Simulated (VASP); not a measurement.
Write the native input for VASP 6.6.1 that does the following.

- Task: relaxation of cell and atoms
- Functional: PBE
- Potentials or basis: VASP PAW PBE potentials, release 64 (Pt)
- Cutoff: 600 eV
- k mesh: 18 × 18 × 18
- Occupations: fermi-dirac, width 0.05 eV
- Spin: no spin polarisation
- Dipole correction: no
- Further INCAR settings: ALGO = Normal; EDIFF = 1e-06; IBRION = 2; EDIFFG = -0.005; NSW = 45; ISIF = 3

The structure of Pt lies in POSCAR:

```
Pt
1.0
   -1.5814887546      1.5814887546      1.5814887546
    1.5814887546     -1.5814887546      1.5814887546
    1.5814887546      1.5814887546     -1.5814887546
Pt
1
Direct
    0.0000000000      0.0000000000      0.0000000000
```

The input as run:

INCAR

```
SYSTEM = Pt
PREC = Accurate
ENCUT = 600
EDIFF = 1E-6
ISMEAR = -1
SIGMA = 0.05
LREAL = .False.
LASPH = .True.
NELM = 60
ALGO = Normal
ISIF = 3
LWAVE = .False.
LCHARG = .False.
GGA = PE
IBRION = 2
NSW = 45
EDIFFG = -0.005
```

KPOINTS

```
regular mesh
0
Gamma
  18 18 18
  0 0 0
```

Potentials or basis: VASP PAW PBE potentials, release 64 (Pt).

Launch:

```console
$ cat potpaw_PBE.64/Pt/POTCAR > POTCAR
$ mpirun -np 1 vasp_std > vasp.out
```

It gave:

The relaxed volume is 15.80 Å³/atom and the relaxed cell is a = 2.738 Å, b = 2.738 Å, c = 2.738 Å, α = 109.47°, β = 109.47°, γ = 109.47°. The space group after relaxing (to 0.05 Å) is Im-3m (No. 229) and the energy gained by relaxing is 0.0 meV/atom. The ionic steps are 3, the pressure after relaxing is 0.0 GPa and the band gap on the k mesh is zero (band 5 reaches 11.23 eV, above the bottom of band 6 at 9.08 eV).

Caveat: spin-orbit coupling is left out, which moves the levels of the heavy elements.

Wall time 27 s on 1 thread of Intel Xeon 6975P-C (shared host), peak memory 0.18 GiB.
